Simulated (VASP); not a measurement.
# B: single point with PBEsol

The system is B.

```xyz
12
Lattice="2.4381 1.4076 4.1664 -2.4381 1.4076 4.1664 0.0000 -2.8153 4.1664" Properties=species:S:1:pos:R:3 pbc="T T T"
B    -1.5682    0.9054    2.8126
B     0.0000   -1.8108    2.8126
B     1.5682    0.9054    2.8126
B     1.5682   -0.9054    9.6867
B    -1.5682   -0.9054    9.6867
B     0.0000    1.8108    9.6867
B    -0.9952    0.5746    4.4705
B     0.0000   -1.1492    4.4705
B     0.9952    0.5746    4.4705
B     0.9952   -0.5746    8.0288
B    -0.9952   -0.5746    8.0288
B     0.0000    1.1492    8.0288
```

```json
{
  "Program": "VASP 6.6.1",
  "Task": "single point",
  "Functional": "PBEsol",
  "Potentials or basis": "VASP PAW PBE potentials, release 64 (B)",
  "Cutoff": "520 eV",
  "k mesh": "6 × 6 × 6",
  "Occupations": "gaussian, width 0.02 eV",
  "Spin": "no spin polarisation"
}
```

| Item | Value |
| --- | --- |
| Pressure | 0.4 GPa |
| Largest force | 0.029 eV/Å |
| Band gap on the k mesh | 1.34 eV, indirect (least direct gap 1.69 eV) |

Forces on the atoms (eV/Å):
```
B    0.015 -0.009 -0.014
B    0.000  0.018 -0.014
B   -0.015 -0.009 -0.014
B   -0.015  0.009  0.014
B    0.015  0.009  0.014
B    0.000 -0.018  0.014
B    0.024 -0.014  0.008
B    0.000  0.027  0.008
B   -0.024 -0.014  0.008
B   -0.024  0.014 -0.008
B    0.024  0.014 -0.008
B    0.000 -0.027 -0.008
```

Levels at points of the mesh, in eV from the valence-band top:
```tsv
k point	band 15	band 16	band 17	band 18	band 19	band 20	band 21	band 22
(0.00, 0.00, 0.00)	-1.48	-0.86	-0.86	-0.36	1.34	4.54	4.54	4.69
(0.50, 0.00, 0.00)	-2.80	-1.97	-1.76	-0.60	1.87	3.19	3.55	4.87
(0.50, 0.50, 0.00)	-3.06	-2.64	-2.17	-1.95	1.39	2.57	2.79	3.44
(0.50, 0.50, 0.50)	-3.11	-1.96	-1.96	0.00	2.51	2.73	2.73	4.94
```

It took 53 s on 1 thread of Intel(R) Xeon(R) 6975P-C (Granite Rapids), on a shared host, peak memory 0.24 GiB.

Caveat: the PAW data sets were made with another functional, which shifts forces and pressure a little. A k mesh can miss the band edges.
